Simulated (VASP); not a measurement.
Wanted: the native input for a VASP 6.6.1 run.

- Task: single point
- Functional: PBE
- Potentials or basis: VASP PAW PBE potentials, release 64 (B, N)
- Cutoff: 520 eV
- k mesh: 2 × 2 × 2, shifted
- Occupations: fermi-dirac, width 0.01 eV
- Spin: no spin polarisation
- Dipole correction: no
- Further INCAR settings: LREAL = Auto; ALGO = Normal; EDIFF = 1e-06; NBANDS = 96

The structure of BN lies in POSCAR:

```
BN
1.0
    7.4650312809      0.0000000000      0.0000000000
   -3.7325156404      6.4649067293      0.0000000000
    0.0000000000      0.0000000000      6.4954828800
B N
18 18
Direct
    0.1111968462      0.2221364871      0.2500000000
    0.2221364871      0.1111968462      0.7500000000
    0.1111968462      0.5554698204      0.2500000000
    0.2221364871      0.4445301796      0.7500000000
    0.1111968462      0.8888031538      0.2500000000
    0.2221364871      0.7778635129      0.7500000000
    0.4445301796      0.2221364871      0.2500000000
    0.5554698204      0.1111968462      0.7500000000
    0.4445301796      0.5554698204      0.2500000000
    0.5554698204      0.4445301796      0.7500000000
    0.4445301796      0.8888031538      0.2500000000
    0.5554698204      0.7778635129      0.7500000000
    0.7778635129      0.2221364871      0.2500000000
    0.8888031538      0.1111968462      0.7500000000
    0.7778635129      0.5554698204      0.2500000000
    0.8888031538      0.4445301796      0.7500000000
    0.7778635129      0.8888031538      0.2500000000
    0.8888031538      0.7778635129      0.7500000000
    0.1114069255      0.2219264078      0.7500000000
    0.2219264078      0.1114069255      0.2500000000
    0.1114069255      0.5552597412      0.7500000000
    0.2219264078      0.4447402588      0.2500000000
    0.1114069255      0.8885930745      0.7500000000
    0.2219264078      0.7780735922      0.2500000000
    0.4447402588      0.2219264078      0.7500000000
    0.5552597412      0.1114069255      0.2500000000
    0.4447402588      0.5552597412      0.7500000000
    0.5552597412      0.4447402588      0.2500000000
    0.4447402588      0.8885930745      0.7500000000
    0.5552597412      0.7780735922      0.2500000000
    0.7780735922      0.2219264078      0.7500000000
    0.8885930745      0.1114069255      0.2500000000
    0.7780735922      0.5552597412      0.7500000000
    0.8885930745      0.4447402588      0.2500000000
    0.7780735922      0.8885930745      0.7500000000
    0.8885930745      0.7780735922      0.2500000000
```

The input as run:

INCAR

```
SYSTEM = BN
  PREC = Accurate
  ENCUT = 520
  EDIFF = 1E-6
  ISMEAR = -1
  SIGMA = 0.01
  LREAL = Auto
  LASPH = .TRUE.
  NELM = 60
  ALGO = Normal
  ISIF = 2
  LWAVE = .FALSE.
  LCHARG = .TRUE.
  GGA = PE
  LELF = .TRUE.
  LVHAR = .TRUE.
  NBANDS = 96
```

KPOINTS

```
Automatic mesh
0
Gamma
  2 2 2
  0.5 0.5 0.5
```

Potentials or basis: VASP PAW PBE potentials, release 64 (B, N).

Command:

```sh
$ cat potpaw_PBE.64/B/POTCAR potpaw_PBE.64/N/POTCAR > POTCAR
$ mpirun -np 1 vasp_std > vasp.out
```

Results of the run:

- Pressure: 8.6 GPa
- Largest force: 0.217 eV/Å
- Band gap on the k mesh: 4.62 eV

Caveat: the stress differs along the axes, from 4 to 11 GPa; a shifted mesh leaves out Γ, where band edges can lie; this functional lacks dispersion, which binds layers or chains, so the pressure and a relaxed spacing across them are unreliable.

Run time: 6.4 min on 1 thread of Intel Xeon 8259CL (shared host), peak memory 0.4 GiB.
